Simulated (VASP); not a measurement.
Wanted: the native input for a VASP 6.6.1 run.

| Item | Value |
| --- | --- |
| Task | single point |
| Functional | PBEsol |
| Potentials or basis | VASP PAW PBE potentials, release 64 (Ti_sv, C) |
| Cutoff | 520 eV |
| k mesh | 15 × 15 × 15 |
| Occupations | fermi-dirac, width 0.05 eV |
| Spin | no spin polarisation |
| Dipole correction | no |
| Further INCAR settings | ALGO = Normal; EDIFF = 1e-06; NBANDS = 15 |

The structure of TiC (zincblende type) lies in POSCAR:

```
TiC
1.0
    0.0000000000      2.3641273732      2.3641273732
    2.3641273732      0.0000000000      2.3641273732
    2.3641273732      2.3641273732      0.0000000000
Ti C
1 1
Direct
    0.0000000000      0.0000000000      0.0000000000
    0.2500000000      0.2500000000      0.2500000000
```

The input as run:

INCAR

```
PREC = Accurate
ENCUT = 520
EDIFF = 1E-6
ISMEAR = -1
SIGMA = 0.05
LREAL = F
LASPH = T
NELM = 60
ALGO = Normal
ISIF = 2
LWAVE = F
LCHARG = T
GGA = PS
LELF = T
LVHAR = T
NBANDS = 15
```

KPOINTS

```
Automatic mesh
0
Gamma
  15 15 15
```

Potentials or basis: VASP PAW PBE potentials, release 64 (Ti_sv, C).

Command:

```sh
$ cat potpaw_PBE.64/Ti_sv/POTCAR potpaw_PBE.64/C/POTCAR > POTCAR
$ mpirun -np 1 vasp_std > vasp.out
```

It gave:

| Quantity | Value |
| --- | --- |
| Pressure | -4.4 GPa |
| Band gap on the k mesh | 0.52 eV |

Caveat: the cell stands under tension; the PAW data sets were made with another functional, which shifts forces and pressure a little; an odd mesh through Γ misses points on the zone boundary, where band edges can lie.

It took 77 s on 1 thread of Intel Xeon 8259CL, on a shared host, peak memory 0.19 GiB.
